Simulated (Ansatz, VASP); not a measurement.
## TiAl3: VASP beside Ansatz

```
CELL_PARAMETERS angstrom
3.82102 0.00000 0.00000
0.00000 3.82102 0.00000
0.00000 0.00000 5.37733
ATOMIC_POSITIONS crystal
Ti 0.00000 0.00000 0.50000
Al 0.50000 0.50000 0.00000
Al 0.50000 0.50000 0.50000
Al 0.00000 0.00000 0.00000
```

Alike in both runs: functional PBE; k mesh 12 × 12 × 8; occupations gaussian, width 0.1 eV; no spin polarisation.

Ansatz relaxed the structure, and its values are those at the end. VASP's run is a single point on that final structure, the one shown.

```csv
,VASP,Ansatz
version,VASP 6.6.1,Ansatz 0.2.0
potentials or method,"VASP PAW PBE potentials, release 64 (Ti_sv, Al), cutoff 520 eV","scalar-relativistic, plane waves, PAW"
valence electrons in the cell,21,21
```

|  | VASP | Ansatz | Ansatz less VASP |
| --- | --- | --- | --- |
| gap on the k mesh at the Fermi level (eV) | none | none | - |
| pressure (GPa) | 0.0 | 0.0 | +0.01 |

A gap of «none» marks a metal or a gap that the smearing closes.
